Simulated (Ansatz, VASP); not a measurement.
One calculation of Pd, two programs

File INCAR:

```
PREC = Accurate ; ENCUT = 520
EDIFF = 1E-6 ; ISMEAR = -1
SIGMA = 0.05 ; LREAL = False
LASPH = True ; NELM = 60
ALGO = Normal ; ISIF = 2
LWAVE = False ; LCHARG = True
GGA = PE ; LELF = True
LVHAR = True ; NBANDS = 11
```

The input KPOINTS:

```
regular mesh
0
Gamma
  18 18 18
```

Contents of POSCAR:

```
Pd
1.0
    0.0000000000      1.9186143454      1.9186143454
    1.9186143454      0.0000000000      1.9186143454
    1.9186143454      1.9186143454      0.0000000000
Pd
1
Direct
    0.0000000000      0.0000000000      0.0000000000
```

Input for Ansatz:

```yaml
crystal:
  lattice:
    - [0.0, 1.9186143454, 1.9186143454]
    - [1.9186143454, 0.0, 1.9186143454]
    - [1.9186143454, 1.9186143454, 0.0]
  atoms:
    - { symbol: Pd, position: [0.0, 0.0, 0.0] }
kpoints:
  mp_grid: { grid: [18, 18, 18] }
scf:
  occupations: { method: fermi_dirac, width: 0.05 }
hamiltonian:
  xc: pbe
  pseudopotentials: { kind: all_electron, lapw: { basis_error: 0.00025 } }
output:
  forces: true
  stress: true
  eigenvalues: true
```

Change from the starting cell: volume scaled by 0.96.

Alike in both runs: task single point; functional PBE; k mesh 18 × 18 × 18; occupations fermi-dirac, width 0.05 eV; no spin polarisation.

|  | VASP | Ansatz |
| --- | --- | --- |
| version | VASP 6.6.1 | Ansatz 0.2.0 |
| potentials or method | VASP PAW PBE potentials, release 64 (Pd), cutoff 520 eV | all-electron LAPW, scalar-relativistic |

|  | VASP | Ansatz | Ansatz less VASP |
| --- | --- | --- | --- |
| pressure (GPa) | 16.7 | 17.0 | +0.32 |

Ansatz ran all-electron here, and VASP with PAW potentials.
